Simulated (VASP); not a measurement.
# MgO (P6_3/mmc) in VASP: further runs

MgO is run at these levels: PBE; tasks: single point.

Everything below comes from runs of VASP 6.6.1. Logs are shortened: lines on timing, memory, paths and dates and some standing lists are left out, and cuts for length are marked.

## 1. The cell of the first run

It takes space group P6_3/mmc (No. 194, hexagonal). Conventional cell: a = 3.592 Å, b = 3.592 Å, c = 4.070 Å, α = 90.00°, β = 90.00°, γ = 120.00°. Within 2.7 Å of Mg (site symmetry -6m2) lie 5 O at 2.03 to 2.07 Å. O (site symmetry -6m2) has 5 Mg at 2.03 to 2.07 Å within 2.7 Å.

## 2. Single point, PBE

File INCAR:

```
ALGO = Normal
EDIFF = 1E-6
ENCUT = 520
GGA = PE
ISIF = 2
ISMEAR = 0
LASPH = T
LCHARG = T
LELF = T
LREAL = F
LVHAR = T
LWAVE = F
NBANDS = 16
NELM = 60
PREC = Accurate
SIGMA = 0.05
```

File KPOINTS:

```
k-points
0
Gamma
  9 9 6
```

File POSCAR:

```
MgO
1.0
    3.5917000000      0.0000000000      0.0000000000
   -1.7958500000      3.1105034428      0.0000000000
    0.0000000000      0.0000000000      4.0698000000
Mg O
2 2
Direct
    0.6666666667      0.3333333333      0.7500000000
    0.3333333333      0.6666666667      0.2500000000
    0.6666666667      0.3333333333      0.2500000000
    0.3333333333      0.6666666667      0.7500000000
```

Potentials or basis: VASP PAW PBE potentials, release 64 (Mg, O).

Run with:

```
cat potpaw_PBE.64/Mg/POTCAR potpaw_PBE.64/O/POTCAR > POTCAR
mpirun -np 1 vasp_std > vasp.out
```

OUTCAR:

```text
EDIFF = 1E-6
   ENCUT = 520
   GGA = PE
   ISIF = 2
   ISMEAR = 0
   LASPH = T
   LREAL = F
   NELM = 60
   PREC = Accurate

 ion  position               nearest neighbor table
   1  0.667  0.333  0.750-   3 2.03   3 2.03   4 2.07   4 2.07   4 2.07   2 2.91   2 2.91   2 2.91
                             2 2.91   2 2.91   2 2.91
   2  0.333  0.667  0.250-   4 2.03   4 2.03   3 2.07   3 2.07   3 2.07   1 2.91   1 2.91   1 2.91
                             1 2.91   1 2.91   1 2.91
   3  0.667  0.333  0.250-   1 2.03   1 2.03   2 2.07   2 2.07   2 2.07
   4  0.333  0.667  0.750-   2 2.03   2 2.03   1 2.07   1 2.07   1 2.07

  LATTYP: Found a hexagonal cell.
 ALAT       =     3.5917000000
 C/A-ratio  =     1.1331124537

  Lattice vectors:

 A1 = (   3.5917000000,   0.0000000000,   0.0000000000)
 A2 = (  -1.7958500000,   3.1105034428,   0.0000000000)
 A3 = (   0.0000000000,   0.0000000000,   4.0698000000)

Analysis of symmetry for initial positions (statically):
=====================================================================
 Subroutine PRICEL returns:
 Original cell was already a primitive cell.

 Routine SETGRP: Setting up the symmetry group for a
 hexagonal supercell.

 Subroutine GETGRP returns: Found 24 space group operations
 (whereof 12 operations were pure point group operations)
 out of a pool of 24 trial point group operations.

The static configuration has the point symmetry D_3d.
 The point group associated with its full space group is D_6h.

Analysis of symmetry for dynamics (positions and initial velocities):
=====================================================================
 Subroutine PRICEL returns:
 Original cell was already a primitive cell.

 Routine SETGRP: Setting up the symmetry group for a
 hexagonal supercell.

 Subroutine GETGRP returns: Found 24 space group operations
 (whereof 12 operations were pure point group operations)
 out of a pool of 24 trial point group operations.

The dynamic configuration has the point symmetry D_3d.
 The point group associated with its full space group is D_6h.

 Subroutine INISYM returns: Found 24 space group operations
 (whereof 12 operations are pure point group operations),
 and found     1 'primitive' translations

----------------------------------------------------------------------------------------

                                     Primitive cell

  volume of cell :      45.4678

  direct lattice vectors                    reciprocal lattice vectors
     3.591700000  0.000000000  0.000000000     0.278419690  0.160745683  0.000000000
    -1.795850000  3.110503443  0.000000000     0.000000000  0.321491366  0.000000000
     0.000000000  0.000000000  4.069800000     0.000000000  0.000000000  0.245712320

  length of vectors
     3.591700000  3.591700000  4.069800000     0.321491366  0.321491366  0.245712320

  position of ions in fractional coordinates (direct lattice)
     0.666666667  0.333333333  0.750000000
     0.333333333  0.666666667  0.250000000
     0.666666667  0.333333333  0.250000000
     0.333333333  0.666666667  0.750000000

  ion indices of the primitive-cell ions
   primitive index   ion index
                 1           1
                 2           2
                 3           3
                 4           4

----------------------------------------------------------------------------------------

 KPOINTS: k-points

Automatic generation of k-mesh.
 Grid dimensions read from file:
 generate k-points for:    9    9    6

 Generating k-lattice:

  Cartesian coordinates                     Fractional coordinates (reciprocal lattice)
     0.030935521  0.017860631  0.000000000     0.111111111 -0.000000000  0.000000000
     0.000000000  0.035721263  0.000000000     0.000000000  0.111111111  0.000000000
     0.000000000  0.000000000  0.040952053     0.000000000  0.000000000  0.166666667

  Length of vectors
     0.035721263  0.035721263  0.040952053

  Shift w.r.t. Gamma in fractional coordinates (k-lattice)
     0.000000000  0.000000000  0.000000000

 Subroutine IBZKPT returns following result:
 ===========================================

 Found     48 irreducible k-points:

 Following reciprocal coordinates:
            Coordinates               Weight
  0.000000  0.000000  0.000000      1.000000
  0.111111  0.000000  0.000000      6.000000
  0.222222  0.000000  0.000000      6.000000
  0.333333  0.000000  0.000000      6.000000
  0.444444  0.000000  0.000000      6.000000
  0.111111  0.111111  0.000000      6.000000
[... 16 lines left out ...]
  0.333333  0.222222  0.166667     24.000000
  0.333333  0.333333  0.166667      4.000000
 [... further k-points ...]
   k-points           NKPTS =     48   k-points in BZ     NKDIM =     48   number of bands    NBANDS=     16
   number of dos      NEDOS =    301   number of ions     NIONS =      4
   total plane-waves  NPLWV =  23520
   dimension x,y,z NGX =    28 NGY =   28 NGZ =   30
   dimension x,y,z NGXF=    56 NGYF=   56 NGZF=   60
   ions per type =               2   2
   NGX,Y,Z   is equivalent  to a cutoff of  12.96, 12.96, 12.25 a.u.
   NGXF,Y,Z  is equivalent  to a cutoff of  25.92, 25.92, 24.51 a.u.
 SYSTEM =  unknown system
   PREC   = accura    normal or accurate (medium, high low for compatibility)
   ISTART =      0    job   : 0-new  1-cont  2-samecut
   ICHARG =      2    charge: 1-file 2-atom 10-const
   ISPIN  =      1    spin polarized calculation?
   LNONCOLLINEAR =      F non collinear calculations
   LSORBIT =      F    spin-orbit coupling
   LASPH  =      T    aspherical Exc in radial PAW
   ENCUT  =  520.0 eV  38.22 Ry    6.18 a.u.   6.68  6.68  7.57*2*pi/ulx,y,z
   NELM   =     60;   NELMIN=  2; NELMDL= -5     # of ELM steps
   EDIFF  = 0.1E-05   stopping-criterion for ELM
   LREAL  =      F    real-space projection
   EDIFFG = 0.1E-04   stopping-criterion for IOM
   NSW    =      0    number of steps for IOM
   IBRION =     -1    ionic relax: 0-MD 1-quasi-New 2-CG
   NFREE  =      0    steps in history (QN), initial steepest desc. (CG)
   ISIF   =      2    stress and relaxation
   ISYM   =      2    0-nonsym 1-usesym 2-fastsym
   POTIM  = 0.5000    time-step for ionic-motion
   TEBEG  =    0.0;   TEEND  =   0.0 temperature during run
   PSTRESS=    0.0 pullay stress
   NELECT =      16.0000    total number of electrons
   NUPDOWN=      -1.0000    fix difference up-down
   EMIN   =  10.00;   EMAX   =-10.00  energy-range for DOS
   EFERMI =   0.00;   METHOD = LEGACY
   ISMEAR =     0;   SIGMA  =   0.05  broadening in eV -4-tet -1-fermi 0-gaus
   EFERMI_NEDOS =   21; number of points for ismear=-14 and -15
   IALGO  =     38    algorithm
   IMIX   =      4    mixing-type and parameters
     AMIX     =   0.40;   BMIX     =  1.00
     AMIX_MAG =   1.60;   BMIX_MAG =  1.00
  volume/ion in A,a.u.               =      11.37        76.71
  Fermi-wavevector in a.u.,A,eV,Ry     =   1.155793  2.184133 18.175458  1.335858
  Thomas-Fermi vector in A             =   2.292419
   LORBIT       =      0    0 simple, 1 ext, 2 COOP (PROOUT), +10 PAW based schemes
   GGA     = PE    functional components
   LHFCALC =     F    Hartree Fock is set to
   AEXX    =    0.0000 exact exchange contribution
   IVDW    =     0    specifies the selected vdW correction
   LEPSILON=     F    determine dielectric tensor
   LRPA    =     F    only Hartree local field effects (RPA)
 non-spin polarized calculation
 Gauss-broadening in eV      SIGMA  =   0.05
  energy-cutoff  :      520.00
  volume of cell :       45.47
 maximum number of plane-waves:      1241
 NGX is ok and might be reduce to    28
   NGX = 13   NGY = 13   NGZ = 15

 number of electron      15.9999996 magnetization

 Free energy of the ion-electron system (eV)
  ---------------------------------------------------
  ext. energy  EPLUGINS =         0.00000000
  ---------------------------------------------------
  free energy    TOTEN  =       -23.61852312 eV

  energy without entropy =      -23.61852312  energy(sigma->0) =      -23.61852312

 E-fermi :   1.9248     XC(G=0):  -9.9068

 val. band max:        1.6802494838   @ k =   0.0000   0.0000   0.0000
 cond. band min:       5.0306221644   @ k =   0.0000   0.0000   0.0000
 fundamental gap:      3.3503726806
 Fermi energy:         1.9248420570

 k-point     1 :       0.0000    0.0000    0.0000
  band No.  band energies     occupation
      1     -15.0407      2.00000
      2     -13.6450      2.00000
      3      -1.6402      2.00000
      4       0.0095      2.00000
      5       0.0095      2.00000
      6       1.0708      2.00000
[... 8 lines left out ...]
     15      16.9696      0.00000
     16      17.0909      0.00000

 k-point     2 :       0.1111    0.0000    0.0000
  band No.  band energies     occupation
      1     -14.9857      2.00000
      2     -13.6619      2.00000
      3      -1.5538      2.00000
      4      -0.1566      2.00000
      5      -0.0865      2.00000
      6       0.7862      2.00000
[... 8 lines left out ...]
     15      16.5696      0.00000
     16      16.6957      0.00000

 k-point     3 :       0.2222    0.0000    0.0000
  band No.  band energies     occupation
      1     -14.8337      2.00000
      2     -13.7171      2.00000
      3      -1.3065      2.00000
      4      -0.6564      2.00000
      5      -0.2888      2.00000
      6       0.3885      2.00000
[... 8 lines left out ...]
     15      15.7233      0.00000
     16      16.4422      0.00000

 k-point     4 :       0.3333    0.0000    0.0000
  band No.  band energies     occupation
      1     -14.6235      2.00000
      2     -13.8156      2.00000
      3      -1.2298      2.00000
      4      -0.9404      2.00000
      5      -0.4780      2.00000
      6       0.1580      2.00000
[... 8 lines left out ...]
     15      15.2666      0.00000
     16      16.5667      0.00000
[... 324 lines left out ...]
 k-point    22 :       0.2222    0.2222    0.1667
  band No.  band energies     occupation
      1     -14.4510      2.00000
      2     -13.9014      2.00000
      3      -1.3732      2.00000
      4      -1.3300      2.00000
      5      -0.3234      2.00000
      6       0.1075      2.00000
[... 8 lines left out ...]
     15      16.3435      0.00000
     16      17.0709      0.00000

 k-point    23 :       0.3333    0.2222    0.1667
  band No.  band energies     occupation
      1     -14.2821      2.00000
      2     -14.0078      2.00000
      3      -1.6413      2.00000
      4      -1.0963      2.00000
      5      -0.6846      2.00000
      6       0.3391      2.00000
[... 8 lines left out ...]
     15      16.1852      0.00000
     16      17.2499      0.00000

 k-point    24 :       0.3333    0.3333    0.1667
  band No.  band energies     occupation
      1     -14.1341      2.00000
      2     -14.1341      2.00000
      3      -1.6322      2.00000
      4      -0.9683      2.00000
      5      -0.9683      2.00000
      6       0.6719      2.00000
[... 8 lines left out ...]
     15      16.0897      0.00000
     16      17.9149      0.00000

 [... further k-points ...]
[... 5 lines left out ...]
  --------------------------------------------------------------------------------------
  -------------------------------------------------------------------------------------
  Total       -0.7951381     -0.7951381      2.1946852     -0.0000000      0.0000000      0.0000000
  in kB      -28.0187862    -28.0187862     77.3355186     -0.0000000      0.0000000      0.0000000
  external PRESSURE =       7.0993154 kB  Pullay stress =       0.0000000 kB

 VOLUME and BASIS-vectors are now :
 -----------------------------------------------------------------------------
  energy-cutoff  :      520.00
  volume of cell :       45.47
      direct lattice vectors                 reciprocal lattice vectors
     3.591700000  0.000000000  0.000000000     0.278419690  0.160745683  0.000000000
    -1.795850000  3.110503443  0.000000000     0.000000000  0.321491366  0.000000000
     0.000000000  0.000000000  4.069800000     0.000000000  0.000000000  0.245712320

 POSITION                                       TOTAL-FORCE (eV/Angst)
 -----------------------------------------------------------------------------------
      1.79585      1.03683      3.05235         0.000000     -0.000000      0.000000
     -0.00000      2.07367      1.01745        -0.000000      0.000000      0.000000
      1.79585      1.03683      1.01745        -0.000000     -0.000000     -0.000000
     -0.00000      2.07367      3.05235        -0.000000      0.000000      0.000000
 -----------------------------------------------------------------------------------
    total drift:                               -0.000000      0.000000     -0.000000

  FREE ENERGIE OF THE ION-ELECTRON SYSTEM (eV)
  ---------------------------------------------------
  free  energy   TOTEN  =       -23.6185231209 eV

  energy  without entropy=      -23.6185231209  energy(sigma->0) =      -23.61852312
```

Wall time 38 s (1 thread of Intel Xeon 8259CL, shared host); peak memory 0.18 GiB.

What came out:

```yaml
Free_energy: -23.6185 eV
Pressure: 0.7 GPa
Band_gap_on_the_k_mesh: 3.35 eV, direct
```

As with any semilocal functional, this PBE gap is likely too small.

(Part 1 of 2 ends here.)
